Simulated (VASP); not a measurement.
# Ir in VASP: a series of runs

Ir is run at these levels: PBE; tasks: single point.

Program: VASP 6.6.1. These are calculated values, not measurements. Logs are shortened: lines on timing, memory, paths and dates and some standing lists are left out, and cuts for length are marked.

## 1. The cell of the first run

The cell holds a slab with vacuum, 16 atoms: a = 5.474 Å, b = 5.474 Å, c = 21.806 Å, α = 90.00°, β = 90.00°, γ = 90.00°.

## 2. Single point, PBE

File INCAR:

```
SYSTEM = Ir
PREC = Accurate
ENCUT = 520
EDIFF = 1E-6
ISMEAR = 0
SIGMA = 0.1
LREAL = Auto
LASPH = .TRUE.
NELM = 80
ALGO = Fast
ISIF = 2
LWAVE = .FALSE.
LCHARG = .FALSE.
LDIPOL = .TRUE.
IDIPOL = 3
DIPOL = 0.5 0.5 0.499
GGA = PE
NBANDS = 86
```

File KPOINTS:

```
regular mesh
0
G
  4 4 1
  0 0 0
```

File POSCAR:

```
Ir
1.0
    5.4739356049      0.0000000000      0.0000000000
    0.0000000000      5.4739356049      0.0000000000
    0.0000000000      0.0000000000     21.8059854790
Ir
16
Direct
    0.2500000000      0.2500000000      0.3668717476
    0.2500000000      0.7500000000      0.3668717476
    0.7500000000      0.2500000000      0.3668717476
    0.7500000000      0.7500000000      0.3668717476
    0.5000000000      0.5000000000      0.4556239159
    0.5000000000      0.0000000000      0.4556239159
    0.0000000000      0.5000000000      0.4556239159
    0.0000000000      0.0000000000      0.4556239159
    0.7500000000      0.7500000000      0.5449827074
    0.7500000000      0.2500000000      0.5449827074
    0.2500000000      0.7500000000      0.5449827074
    0.2500000000      0.2500000000      0.5449827074
    0.0000000000      0.0000000000      0.6294641367
    0.0000000000      0.5000000000      0.6294641367
    0.5000000000      0.0000000000      0.6294641367
    0.5000000000      0.5000000000      0.6294641367
```

Potentials or basis: VASP PAW PBE potentials, release 64 (Ir).

On the command line:

```sh
> cat potpaw_PBE.64/Ir/POTCAR > POTCAR
> mpirun -np 1 vasp_std > vasp.out
```

OUTCAR:

```text
SYSTEM = Ir
   PREC = Accurate
   ENCUT = 520
   EDIFF = 1E-6
   ISMEAR = 0
   LREAL = Auto
   LASPH = .TRUE.
   NELM = 80
   ISIF = 2
   GGA = PE

 ion  position               nearest neighbor table
   1  0.250  0.250  0.367-   2 2.74   3 2.74   2 2.74   3 2.74   7 2.74   8 2.74   5 2.74   6 2.74

   2  0.250  0.750  0.367-   1 2.74   4 2.74   1 2.74   4 2.74   7 2.74   8 2.74   5 2.74   6 2.74

   3  0.750  0.250  0.367-   1 2.74   4 2.74   4 2.74   1 2.74   7 2.74   8 2.74   5 2.74   6 2.74
[... 23 lines left out ...]
  15  0.500  0.000  0.629-   9 2.67  10 2.67  11 2.67  12 2.67  13 2.74  16 2.74  16 2.74  13 2.74

  16  0.500  0.500  0.629-   9 2.67  10 2.67  11 2.67  12 2.67  14 2.74  15 2.74  15 2.74  14 2.74

  LATTYP: Found a simple tetragonal cell.
 ALAT       =     5.4739356049
 C/A-ratio  =     3.9836028505

  Lattice vectors:

 A1 = (   5.4739356049,   0.0000000000,   0.0000000000)
 A2 = (   0.0000000000,   5.4739356049,   0.0000000000)
 A3 = (   0.0000000000,   0.0000000000,  21.8059854790)

Analysis of symmetry for initial positions (statically):
=====================================================================
 Subroutine PRICEL returns following result:

  LATTYP: Found a simple tetragonal cell.
 ALAT       =     2.7369678025
 C/A-ratio  =     7.9672057010

  Lattice vectors:

 A1 = (   2.7369678025,   0.0000000000,   0.0000000000)
 A2 = (   0.0000000000,   2.7369678025,   0.0000000000)
 A3 = (   0.0000000000,   0.0000000000,  21.8059854790)

   4 primitive cells build up your supercell.

 Routine SETGRP: Setting up the symmetry group for a
 simple tetragonal supercell.

 Subroutine GETGRP returns: Found  8 space group operations
 (whereof  8 operations were pure point group operations)
 out of a pool of 16 trial point group operations.

The static configuration has the point symmetry C_4v.

Analysis of symmetry for dynamics (positions and initial velocities):
=====================================================================
 Subroutine PRICEL returns following result:

  LATTYP: Found a simple tetragonal cell.
 ALAT       =     2.7369678025
 C/A-ratio  =     7.9672057010

  Lattice vectors:

 A1 = (   2.7369678025,   0.0000000000,   0.0000000000)
 A2 = (   0.0000000000,   2.7369678025,   0.0000000000)
 A3 = (   0.0000000000,   0.0000000000,  21.8059854790)

   4 primitive cells build up your supercell.

 Routine SETGRP: Setting up the symmetry group for a
 simple tetragonal supercell.

 Subroutine GETGRP returns: Found  8 space group operations
 (whereof  8 operations were pure point group operations)
 out of a pool of 16 trial point group operations.

The dynamic configuration has the point symmetry C_4v.

 Subroutine INISYM returns: Found  8 space group operations
 (whereof  8 operations are pure point group operations),
 and found     4 'primitive' translations

----------------------------------------------------------------------------------------

                                     Primitive cell

  volume of cell :     163.3485

  direct lattice vectors                    reciprocal lattice vectors
     2.736967802  0.000000000  0.000000000     0.365367835  0.000000000  0.000000000
     0.000000000  2.736967802  0.000000000     0.000000000  0.365367835  0.000000000
     0.000000000  0.000000000 21.805985479     0.000000000  0.000000000  0.045858968

  length of vectors
     2.736967802  2.736967802 21.805985479     0.365367835  0.365367835  0.045858968

  position of ions in fractional coordinates (direct lattice)
     0.500000000  0.500000000  0.366871748
     0.000000000  0.000000000  0.455623916
     0.500000000  0.500000000  0.544982707
     0.000000000  0.000000000  0.629464137

  ion indices of the primitive-cell ions
   primitive index   ion index
                 1           1
                 2           5
                 3          12
                 4          13

----------------------------------------------------------------------------------------

 KPOINTS: regular mesh

Automatic generation of k-mesh.
 Grid dimensions read from file:
 generate k-points for:    4    4    1

 Generating k-lattice:

  Cartesian coordinates                     Fractional coordinates (reciprocal lattice)
     0.045670979  0.000000000  0.000000000     0.250000000  0.000000000  0.000000000
     0.000000000  0.045670979  0.000000000     0.000000000  0.250000000  0.000000000
     0.000000000  0.000000000  0.045858968     0.000000000  0.000000000  1.000000000

  Length of vectors
     0.045670979  0.045670979  0.045858968

  Shift w.r.t. Gamma in fractional coordinates (k-lattice)
     0.000000000  0.000000000  0.000000000

 Subroutine IBZKPT returns following result:
 ===========================================

 Found      6 irreducible k-points:

 Following reciprocal coordinates:
            Coordinates               Weight
  0.000000  0.000000  0.000000      1.000000
  0.250000  0.000000  0.000000      4.000000
  0.500000  0.000000  0.000000      2.000000
  0.250000  0.250000  0.000000      4.000000
  0.500000  0.250000  0.000000      4.000000
  0.500000  0.500000  0.000000      1.000000
   k-points           NKPTS =      6   k-points in BZ     NKDIM =      6   number of bands    NBANDS=     86
   number of dos      NEDOS =    301   number of ions     NIONS =     16
   total plane-waves  NPLWV = 285768
   dimension x,y,z NGX =    42 NGY =   42 NGZ =  162
   dimension x,y,z NGXF=    84 NGYF=   84 NGZF=  324
   ions per type =              16
   NGX,Y,Z   is equivalent  to a cutoff of  12.76, 12.76, 12.35 a.u.
   NGXF,Y,Z  is equivalent  to a cutoff of  25.51, 25.51, 24.70 a.u.
 SYSTEM =  Ir
   PREC   = accura    normal or accurate (medium, high low for compatibility)
   ISTART =      0    job   : 0-new  1-cont  2-samecut
   ICHARG =      2    charge: 1-file 2-atom 10-const
   ISPIN  =      1    spin polarized calculation?
   LNONCOLLINEAR =      F non collinear calculations
   LSORBIT =      F    spin-orbit coupling
   LASPH  =      T    aspherical Exc in radial PAW
   ENCUT  =  520.0 eV  38.22 Ry    6.18 a.u.  10.18 10.18 40.54*2*pi/ulx,y,z
   NELM   =     80;   NELMIN=  2; NELMDL= -5     # of ELM steps
   EDIFF  = 0.1E-05   stopping-criterion for ELM
   LREAL  =      T    real-space projection
   EDIFFG = 0.1E-04   stopping-criterion for IOM
   NSW    =      0    number of steps for IOM
   IBRION =     -1    ionic relax: 0-MD 1-quasi-New 2-CG
   NFREE  =      0    steps in history (QN), initial steepest desc. (CG)
   ISIF   =      2    stress and relaxation
   ISYM   =      2    0-nonsym 1-usesym 2-fastsym
   POTIM  = 0.5000    time-step for ionic-motion
   TEBEG  =    0.0;   TEEND  =   0.0 temperature during run
   PSTRESS=    0.0 pullay stress
   NELECT =     144.0000    total number of electrons
   NUPDOWN=      -1.0000    fix difference up-down
   EMIN   =  10.00;   EMAX   =-10.00  energy-range for DOS
   EFERMI =   0.00;   METHOD = LEGACY
   ISMEAR =     0;   SIGMA  =   0.10  broadening in eV -4-tet -1-fermi 0-gaus
   EFERMI_NEDOS =   21; number of points for ismear=-14 and -15
   IALGO  =     68    algorithm
   IMIX   =      4    mixing-type and parameters
     AMIX     =   0.40;   BMIX     =  1.00
     AMIX_MAG =   1.60;   BMIX_MAG =  1.00
  volume/ion in A,a.u.               =      40.84       275.58
  Fermi-wavevector in a.u.,A,eV,Ry     =   0.988866  1.868685 13.304529  0.977855
  Thomas-Fermi vector in A             =   2.120423
   LORBIT       =      0    0 simple, 1 ext, 2 COOP (PROOUT), +10 PAW based schemes
   GGA     = PE    functional components
   LHFCALC =     F    Hartree Fock is set to
   AEXX    =    0.0000 exact exchange contribution
   IVDW    =     0    specifies the selected vdW correction
   LEPSILON=     F    determine dielectric tensor
   LRPA    =     F    only Hartree local field effects (RPA)
 non-spin polarized calculation
 RMM-DIIS sequential band-by-band and
 Gauss-broadening in eV      SIGMA  =   0.10
  energy-cutoff  :      520.00
  volume of cell :      653.39
 maximum number of plane-waves:     17676
 NGX is ok and might be reduce to    42
   NGX = 21   NGY = 21   NGZ = 81

 dipolmoment           0.000000      0.000000      0.000802 electrons x Angstroem

 number of electron     143.9999982 magnetization

 dipolmoment           0.000000      0.000000     -0.002981 electrons x Angstroem

 Free energy of the ion-electron system (eV)
  ---------------------------------------------------
  ext. energy  EPLUGINS =         0.00000000
  ---------------------------------------------------
  free energy    TOTEN  =      -130.41641153 eV

  energy without entropy =     -130.30468236  energy(sigma->0) =     -130.36054694

 E-fermi :  -0.1254     XC(G=0):  -5.8499

 val. band max:       -0.1454955864   @ k =   0.2500   0.0000   0.0000
 cond. band min:      -0.1199730554   @ k =   0.2500   0.0000   0.0000
 fundamental gap:      0.0255225311
 Fermi energy:        -0.1254436219

 k-point     1 :       0.0000    0.0000    0.0000
  band No.  band energies     occupation
      1     -10.2049      2.00000
      2      -8.3024      2.00000
      3      -7.4802      2.00000
      4      -7.4802      2.00000
      5      -7.3936      2.00000
      6      -7.3936      2.00000
[... 511 lines left out ...]
     83       0.7257      0.00000
     84       0.7276      0.00000
 [bands above 84 left out]

------------------------ aborting loop because EDIFF is reached ----------------------------------------

 vacuum level on the upper side and lower side of the slab       (xc-potential included)        -0.171        -0.150

  FORCE on cell =-STRESS in cart. coord.  units (eV):
  Direction    XX          YY          ZZ          XY          YZ          ZX
  --------------------------------------------------------------------------------------
  -------------------------------------------------------------------------------------
  Total      -16.6605544    -16.6605544     -5.9378880      0.0000000      0.0000000      0.0000000
  in kB      -40.8530933    -40.8530933    -14.5602053      0.0000000      0.0000000      0.0000000
  external PRESSURE =     -32.0887973 kB  Pullay stress =       0.0000000 kB

 VOLUME and BASIS-vectors are now :
 -----------------------------------------------------------------------------
  energy-cutoff  :      520.00
  volume of cell :      653.39
      direct lattice vectors                 reciprocal lattice vectors
     5.473935605  0.000000000  0.000000000     0.182683917  0.000000000  0.000000000
     0.000000000  5.473935605  0.000000000     0.000000000  0.182683917  0.000000000
     0.000000000  0.000000000 21.805985479     0.000000000  0.000000000  0.045858968

 POSITION                                       TOTAL-FORCE (eV/Angst)
 -----------------------------------------------------------------------------------
      1.36848      1.36848      8.00000        -0.000000      0.000000      0.831521
      1.36848      4.10545      8.00000        -0.000000     -0.000000      0.831521
      4.10545      1.36848      8.00000         0.000000     -0.000000      0.831521
      4.10545      4.10545      8.00000        -0.000000     -0.000000      0.831521
      2.73697      2.73697      9.93533         0.000000     -0.000000     -0.870128
      2.73697      0.00000      9.93533         0.000000      0.000000     -0.870128
[... 8 lines left out ...]
      2.73697      0.00000     13.72609         0.000000     -0.000000      0.046632
      2.73697      2.73697     13.72609        -0.000000      0.000000      0.046632
 -----------------------------------------------------------------------------------
    total drift:                                0.000000      0.000000     -0.008019

  FREE ENERGIE OF THE ION-ELECTRON SYSTEM (eV)
  ---------------------------------------------------
  free  energy   TOTEN  =      -130.4164115297 eV

  energy  without entropy=     -130.3046823572  energy(sigma->0) =     -130.36054694

 vacuum level on the upper side and lower side of the slab         5.339         5.362
```

It took 11 min on 1 thread of Intel Xeon Platinum 8488C (Sapphire Rapids), shared host; peak memory 0.72 GiB.

Results:

| Quantity | Value |
| --- | --- |
| Free energy | -130.4164 eV |
| Largest force | 0.870 eV/Å |
| Band gap on the k mesh | zero (bands 72 and 73 overlap by 0.81 eV) |

Forces on the atoms (eV/Å):
```
Ir   0.000  0.000  0.832
Ir   0.000  0.000  0.832
Ir   0.000  0.000  0.832
Ir   0.000  0.000  0.832
Ir   0.000  0.000 -0.870
Ir   0.000  0.000 -0.870
Ir   0.000  0.000 -0.870
Ir   0.000  0.000 -0.870
Ir   0.000  0.000 -0.008
Ir   0.000  0.000 -0.008
Ir   0.000  0.000 -0.008
Ir   0.000  0.000 -0.008
Ir   0.000  0.000  0.047
Ir   0.000  0.000  0.047
Ir   0.000  0.000  0.047
Ir   0.000  0.000  0.047
```

Caveat: spin-orbit coupling is left out, which moves the levels of the heavy elements.

(Part 1 of 2 ends here.)

The gap in the log of VASP goes by the Fermi energy; the results here count the filled bands.